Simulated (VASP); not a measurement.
# Ga2GeSe2 (I4/mmm) in VASP: notebook

The runs below take Ga2GeSe2 through single point, with PBE.

Program: VASP 6.6.1. These are calculated values, not measurements. Logs are shortened: lines on timing, memory, paths and dates and some standing lists are left out, and cuts for length are marked.

## Step 1: The cell of the first run

Symmetry: I4/mmm, No. 139, tetragonal system. The conventional cell has a = 5.153 Å, b = 5.153 Å, c = 8.177 Å, α = 90.00°, β = 90.00°, γ = 90.00°. Ga (site symmetry 4mm) has 1 Ga at 2.49 Å and 4 Se at 2.70 Å and 1 Ge at 2.85 Å within 3.3 Å. Ge (site symmetry 4/mmm) has 2 Ga at 2.85 Å and 8 Se at 3.29 Å within 3.7 Å. Within 3.7 Å of Se (site symmetry -4m2) lie 4 Ga at 2.70 Å and 4 Ge at 3.29 Å and 4 Se at 3.64 Å.

The cell was generated, and may not be a known phase.

## Step 2: Single point, PBE

INCAR

```
ALGO = Normal ; EDIFF = 1E-6
ENCUT = 520 ; GGA = PE
ISIF = 2 ; ISMEAR = 0
LASPH = T ; LCHARG = F
LREAL = F ; LWAVE = F
NBANDS = 34 ; NELM = 80
PREC = Accurate ; SIGMA = 0.1
```

KPOINTS

```
k-points
0
Gamma
  6 6 6
```

POSCAR

```
Ga2GeSe2
1.0
   -2.5766839646      2.5766839646      4.0882763107
    2.5766839646     -2.5766839646      4.0882763107
    2.5766839646      2.5766839646     -4.0882763107
Ga Ge Se
2 1 2
Direct
    0.3479956433      0.3479956433      0.0000000000
    0.6520043567      0.6520043567      0.0000000000
    0.0000000000      0.0000000000      0.0000000000
    0.7500000000      0.2500000000      0.5000000000
    0.2500000000      0.7500000000      0.5000000000
```

Potentials or basis: VASP PAW PBE potentials, release 64 (Ga_d, Ge_d, Se).

Run with:

```
> cat potpaw_PBE.64/Ga_d/POTCAR potpaw_PBE.64/Ge_d/POTCAR potpaw_PBE.64/Se/POTCAR > POTCAR
> mpirun -np 1 vasp_std > vasp.out
```

OUTCAR:

```text
EDIFF = 1E-6
   ENCUT = 520
   GGA = PE
   ISIF = 2
   ISMEAR = 0
   LASPH = T
   LREAL = F
   NELM = 80
   PREC = Accurate

 ion  position               nearest neighbor table
   1  0.348  0.348  0.000-   2 2.49   4 2.70   5 2.70   5 2.70   4 2.70   3 2.85
   2  0.652  0.652  0.000-   1 2.49   4 2.70   5 2.70   4 2.70   5 2.70   3 2.85
   3  0.000  0.000  0.000-   1 2.85   2 2.85
   4  0.750  0.250  0.500-   1 2.70   2 2.70   1 2.70   2 2.70
   5  0.250  0.750  0.500-   1 2.70   2 2.70   1 2.70   2 2.70

  LATTYP: Found a body centered tetragonal cell.
 ALAT       =     5.1533679292
 C/A-ratio  =     1.5866425091

  Lattice vectors:

 A1 = (  -2.5766839646,   2.5766839646,   4.0882763107)
 A2 = (   2.5766839646,  -2.5766839646,   4.0882763107)
 A3 = (   2.5766839646,   2.5766839646,  -4.0882763107)

Analysis of symmetry for initial positions (statically):
=====================================================================
 Subroutine PRICEL returns:
 Original cell was already a primitive cell.

 Routine SETGRP: Setting up the symmetry group for a
 body centered tetragonal supercell.

 Subroutine GETGRP returns: Found 16 space group operations
 (whereof 16 operations were pure point group operations)
 out of a pool of 16 trial point group operations.

The static configuration has the point symmetry D_4h.

Analysis of symmetry for dynamics (positions and initial velocities):
=====================================================================
 Subroutine PRICEL returns:
 Original cell was already a primitive cell.

 Routine SETGRP: Setting up the symmetry group for a
 body centered tetragonal supercell.

 Subroutine GETGRP returns: Found 16 space group operations
 (whereof 16 operations were pure point group operations)
 out of a pool of 16 trial point group operations.

The dynamic configuration has the point symmetry D_4h.

 Subroutine INISYM returns: Found 16 space group operations
 (whereof 16 operations are pure point group operations),
 and found     1 'primitive' translations

----------------------------------------------------------------------------------------

                                     Primitive cell

  volume of cell :     108.5732

  direct lattice vectors                    reciprocal lattice vectors
    -2.576683965  2.576683965  4.088276311     0.000000000  0.194047856  0.122300931
     2.576683965 -2.576683965  4.088276311     0.194047856  0.000000000  0.122300931
     2.576683965  2.576683965 -4.088276311     0.194047856  0.194047856  0.000000000

  length of vectors
     5.476550347  5.476550347  5.476550347     0.229373251  0.229373251  0.274425110

  position of ions in fractional coordinates (direct lattice)
     0.347995643  0.347995643  0.000000000
     0.652004357  0.652004357  0.000000000
     0.000000000  0.000000000  0.000000000
     0.750000000  0.250000000  0.500000000
     0.250000000  0.750000000  0.500000000

  ion indices of the primitive-cell ions
   primitive index   ion index
                 1           1
                 2           2
                 3           3
                 4           4
                 5           5

----------------------------------------------------------------------------------------

 KPOINTS: k-points

Automatic generation of k-mesh.
 Grid dimensions read from file:
 generate k-points for:    6    6    6

 Generating k-lattice:

  Cartesian coordinates                     Fractional coordinates (reciprocal lattice)
     0.000000000  0.032341309  0.020383489     0.166666667  0.000000000  0.000000000
     0.032341309  0.000000000  0.020383489     0.000000000  0.166666667  0.000000000
     0.032341309  0.032341309  0.000000000     0.000000000  0.000000000  0.166666667

  Length of vectors
     0.038228875  0.038228875  0.045737518

  Shift w.r.t. Gamma in fractional coordinates (k-lattice)
     0.000000000  0.000000000  0.000000000

 Subroutine IBZKPT returns following result:
 ===========================================

 Found     30 irreducible k-points:

 Following reciprocal coordinates:
            Coordinates               Weight
  0.000000  0.000000  0.000000      1.000000
  0.166667  0.000000  0.000000      8.000000
  0.333333  0.000000 -0.000000      8.000000
  0.500000 -0.000000  0.000000      4.000000
  0.166667  0.166667  0.000000      8.000000
  0.333333  0.166667 -0.000000     16.000000
[... 16 lines left out ...]
 -0.333333 -0.333333  0.166667      8.000000
 -0.166667 -0.333333  0.166667      8.000000
 [... further k-points ...]
   k-points           NKPTS =     30   k-points in BZ     NKDIM =     30   number of bands    NBANDS=     34
   number of dos      NEDOS =    301   number of ions     NIONS =      5
   total plane-waves  NPLWV =  74088
   dimension x,y,z NGX =    42 NGY =   42 NGZ =   42
   dimension x,y,z NGXF=    84 NGYF=   84 NGZF=   84
   ions per type =               2   1   2
   NGX,Y,Z   is equivalent  to a cutoff of  12.75, 12.75, 12.75 a.u.
   NGXF,Y,Z  is equivalent  to a cutoff of  25.50, 25.50, 25.50 a.u.
 SYSTEM =  unknown system
   PREC   = accura    normal or accurate (medium, high low for compatibility)
   ISTART =      0    job   : 0-new  1-cont  2-samecut
   ICHARG =      2    charge: 1-file 2-atom 10-const
   ISPIN  =      1    spin polarized calculation?
   LNONCOLLINEAR =      F non collinear calculations
   LSORBIT =      F    spin-orbit coupling
   LASPH  =      T    aspherical Exc in radial PAW
   ENCUT  =  520.0 eV  38.22 Ry    6.18 a.u.  10.18 10.18 10.18*2*pi/ulx,y,z
   NELM   =     80;   NELMIN=  2; NELMDL= -5     # of ELM steps
   EDIFF  = 0.1E-05   stopping-criterion for ELM
   LREAL  =      F    real-space projection
[... 7 lines left out ...]
   TEBEG  =    0.0;   TEEND  =   0.0 temperature during run
   PSTRESS=    0.0 pullay stress
   NELECT =      52.0000    total number of electrons
   NUPDOWN=      -1.0000    fix difference up-down
   EMIN   =  10.00;   EMAX   =-10.00  energy-range for DOS
   EFERMI =   0.00;   METHOD = LEGACY
   ISMEAR =     0;   SIGMA  =   0.10  broadening in eV -4-tet -1-fermi 0-gaus
   EFERMI_NEDOS =   21; number of points for ismear=-14 and -15
   IALGO  =     38    algorithm
   IMIX   =      4    mixing-type and parameters
     AMIX     =   0.40;   BMIX     =  1.00
     AMIX_MAG =   1.60;   BMIX_MAG =  1.00
  volume/ion in A,a.u.               =      21.71       146.54
  Fermi-wavevector in a.u.,A,eV,Ry     =   1.280860  2.420475 22.321760  1.640603
  Thomas-Fermi vector in A             =   2.413264
   LORBIT       =      0    0 simple, 1 ext, 2 COOP (PROOUT), +10 PAW based schemes
   GGA     = PE    functional components
   LHFCALC =     F    Hartree Fock is set to
   AEXX    =    0.0000 exact exchange contribution
   IVDW    =     0    specifies the selected vdW correction
   LEPSILON=     F    determine dielectric tensor
   LRPA    =     F    only Hartree local field effects (RPA)
 non-spin polarized calculation
 Gauss-broadening in eV      SIGMA  =   0.10
  energy-cutoff  :      520.00
  volume of cell :      108.57
 maximum number of plane-waves:      2964
 NGX is ok and might be reduce to    42
   NGX = 21   NGY = 21   NGZ = 21

 number of electron      52.0000002 magnetization

 Free energy of the ion-electron system (eV)
  ---------------------------------------------------
  ext. energy  EPLUGINS =         0.00000000
  ---------------------------------------------------
  free energy    TOTEN  =       -17.43605138 eV

  energy without entropy =      -17.41680164  energy(sigma->0) =      -17.42642651

 E-fermi :   5.1011     XC(G=0): -10.2037

 val. band max:        5.0826794742   @ k =   0.1667   0.0000   0.0000
 cond. band min:       5.1238925883   @ k =  -0.3333   0.5000   0.3333
 fundamental gap:      0.0412131142
 Fermi energy:         5.1011147361

 k-point     1 :       0.0000    0.0000    0.0000
  band No.  band energies     occupation
      1     -20.5017      2.00000
      2     -20.4999      2.00000
      3     -20.4557      2.00000
      4     -20.4557      2.00000
      5     -20.4493      2.00000
      6     -10.3339      2.00000
[... 26 lines left out ...]
     33      10.1011      0.00000
     34      13.1901      0.00000

 k-point     2 :       0.1667    0.0000    0.0000
  band No.  band energies     occupation
      1     -20.5017      2.00000
      2     -20.4999      2.00000
      3     -20.4557      2.00000
      4     -20.4556      2.00000
      5     -20.4492      2.00000
      6     -10.3263      2.00000
[... 26 lines left out ...]
     33      10.2511      0.00000
     34      13.2369      0.00000

 k-point     3 :       0.3333    0.0000   -0.0000
  band No.  band energies     occupation
      1     -20.5017      2.00000
      2     -20.4998      2.00000
      3     -20.4557      2.00000
      4     -20.4556      2.00000
      5     -20.4492      2.00000
      6     -10.3133      2.00000
[... 26 lines left out ...]
     33      11.1273      0.00000
     34      11.4023      0.00000

 k-point     4 :       0.5000   -0.0000    0.0000
  band No.  band energies     occupation
      1     -20.5017      2.00000
      2     -20.4998      2.00000
      3     -20.4558      2.00000
      4     -20.4556      2.00000
      5     -20.4492      2.00000
      6     -10.3075      2.00000
[... 26 lines left out ...]
     33      10.6980      0.00000
     34      11.0758      0.00000

 k-point     5 :       0.1667    0.1667    0.0000
  band No.  band energies     occupation
      1     -20.5017      2.00000
      2     -20.4998      2.00000
      3     -20.4557      2.00000
      4     -20.4556      2.00000
      5     -20.4492      2.00000
      6     -10.3168      2.00000
[... 621 lines left out ...]
 k-point    22 :      -0.1667    0.5000    0.1667
  band No.  band energies     occupation
      1     -20.5017      2.00000
      2     -20.4999      2.00000
      3     -20.4557      2.00000
      4     -20.4555      2.00000
      5     -20.4492      2.00000
      6     -10.3078      2.00000
[... 26 lines left out ...]
     33      10.8032      0.00000
     34      11.5794      0.00000

 k-point    23 :      -0.3333   -0.3333    0.1667
  band No.  band energies     occupation
      1     -20.5017      2.00000
      2     -20.4999      2.00000
      3     -20.4556      2.00000
      4     -20.4555      2.00000
      5     -20.4492      2.00000
      6     -10.3059      2.00000
[... 26 lines left out ...]
     33      10.6810      0.00000
     34      10.9275      0.00000

 k-point    24 :      -0.1667   -0.3333    0.1667
  band No.  band energies     occupation
      1     -20.5017      2.00000
      2     -20.4999      2.00000
      3     -20.4556      2.00000
      4     -20.4556      2.00000
      5     -20.4493      2.00000
      6     -10.3153      2.00000
[... 26 lines left out ...]
     33      10.1010      0.00000
     34      11.3033      0.00000

 [... further k-points ...]

------------------------ aborting loop because EDIFF is reached ----------------------------------------

  FORCE on cell =-STRESS in cart. coord.  units (eV):
  Direction    XX          YY          ZZ          XY          YZ          ZX
  --------------------------------------------------------------------------------------
  -------------------------------------------------------------------------------------
  Total        0.0952350      0.0952350     -0.0069734      0.0000000     -0.0000000     -0.0000000
  in kB        1.4053500      1.4053500     -0.1029037      0.0000000     -0.0000000     -0.0000000
  external PRESSURE =       0.9025988 kB  Pullay stress =       0.0000000 kB

 VOLUME and BASIS-vectors are now :
 -----------------------------------------------------------------------------
  energy-cutoff  :      520.00
  volume of cell :      108.57
      direct lattice vectors                 reciprocal lattice vectors
    -2.576683965  2.576683965  4.088276311     0.000000000  0.194047856  0.122300931
     2.576683965 -2.576683965  4.088276311     0.194047856  0.000000000  0.122300931
     2.576683965  2.576683965 -4.088276311     0.194047856  0.194047856  0.000000000

 POSITION                                       TOTAL-FORCE (eV/Angst)
 -----------------------------------------------------------------------------------
      0.00000      0.00000      2.84540         0.000000      0.000000     -0.018617
      0.00000      0.00000      5.33115         0.000000      0.000000      0.018617
      0.00000      0.00000      0.00000        -0.000000     -0.000000      0.000000
      0.00000      2.57668      2.04414        -0.000000     -0.000000      0.000000
      2.57668      0.00000      2.04414        -0.000000     -0.000000     -0.000000
 -----------------------------------------------------------------------------------
    total drift:                                0.000000      0.000000     -0.000000

  FREE ENERGIE OF THE ION-ELECTRON SYSTEM (eV)
  ---------------------------------------------------
  free  energy   TOTEN  =       -17.4360513794 eV

  energy  without entropy=      -17.4168016386  energy(sigma->0) =      -17.42642651
```

It took 2.5 min on 1 thread of Intel Xeon Platinum 8488C (Sapphire Rapids), shared host; peak memory 0.3 GiB.

Results:

```yaml
Free_energy: -17.4361 eV
Pressure: 0.1 GPa
Largest_force: 0.019 eV/Å
Band_gap_on_the_k_mesh: zero (bands 26 and 27 overlap by 1.56 eV)
```

Forces on the atoms (eV/Å):
```
Ga   0.000  0.000 -0.019
Ga   0.000  0.000  0.019
Ge   0.000  0.000  0.000
Se   0.000  0.000  0.000
Se   0.000  0.000  0.000
```

Stress tensor (GPa, compression positive):
```
 0.14  0.00  0.00
 0.00  0.14  0.00
 0.00  0.00 -0.01
```

Levels at points of the mesh, in eV from the Fermi level:
```tsv
k point	band 23	band 24	band 25	band 26	band 27	band 28	band 29	band 30
(0.00, 0.00, 0.00)	-3.53	-3.02	-2.99	-2.99	-1.05	-1.05	0.24	3.62
(0.50, 0.00, 0.00)	-4.49	-2.46	-1.66	0.10	0.52	0.68	1.32	3.04
(0.50, 0.50, 0.00)	-1.86	-1.52	-1.34	-0.72	0.35	1.48	2.19	3.14
(0.50, 0.50, 0.50)	-2.47	-2.47	-1.45	-0.81	1.41	1.41	1.48	1.87
```

## Step 3: Single point, PBE

This run uses another cell than the first one, of 22.11 Å³/atom.

INCAR

```
SYSTEM = Ga2GeSe2
  ALGO = Normal
  EDIFF = 1E-7
  ENCUT = 520
  GGA = PE
  ISIF = 2
  ISMEAR = 0
  LASPH = .True.
  LCHARG = .False.
  LREAL = .False.
  LWAVE = .False.
  NBANDS = 34
  NELM = 80
  PREC = Accurate
  SIGMA = 0.1
```

KPOINTS

```
k-points
0
Gamma
  6 6 6
  0 0 0
```

POSCAR

```
Ga2GeSe2
1.0
   -2.1610998500      2.1610998500      5.9189590700
    2.1610998500     -2.1610998500      5.9189590700
    2.1610998500      2.1610998500     -5.9189590700
Ga Ge Se
2 1 2
Direct
    0.3750000000      0.3750000000      0.0000000000
    0.6250000000      0.6250000000      0.0000000000
    0.0000000000      0.0000000000      0.0000000000
    0.7500000000      0.2500000000      0.5000000000
    0.2500000000      0.7500000000      0.5000000000
```

Potentials or basis: VASP PAW PBE potentials, release 64 (Ga_d, Ge_d, Se).

Run with:

```
> cat potpaw_PBE.64/Ga_d/POTCAR potpaw_PBE.64/Ge_d/POTCAR potpaw_PBE.64/Se/POTCAR > POTCAR
> mpirun -np 1 vasp_std > vasp.out
```

Wall time 4 min (1 thread of Intel Xeon Platinum 8488C (Sapphire Rapids), shared host); peak memory 0.39 GiB.

The run converged. Its results:

* Free energy: -15.2455 eV
* Pressure: 3.3 GPa
* Largest force: 0.924 eV/Å
* Band gap on the k mesh: zero (bands 26 and 27 overlap by 0.94 eV)

Forces on the atoms (eV/Å):
```
Ga   0.000  0.000  0.924
Ga   0.000  0.000 -0.924
Ge   0.000  0.000  0.000
Se   0.000  0.000  0.000
Se   0.000  0.000  0.000
```

Stress tensor (GPa, compression positive):
```
 5.74  0.00  0.00
 0.00  5.74  0.00
 0.00  0.00 -1.68
```

Levels at points of the mesh, in eV from the Fermi level:
```
           k point  band 24  band 25  band 26  band 27  band 28  band 29
(0.00, 0.00, 0.00)    -1.08    -1.08    -1.08     0.00     0.00     1.93
(0.50, 0.00, 0.00)    -3.12    -2.87     0.43     0.72     0.91     1.77
(0.50, 0.50, 0.00)    -1.99    -1.77     0.18     1.09     1.10     1.16
(0.50, 0.50, 0.50)    -1.52    -0.56    -0.56     0.47     0.47     0.81
```

Caveat: the stress differs along the axes, from -2 to 6 GPa.

The gap in the log of VASP goes by the Fermi energy; the results here count the filled bands.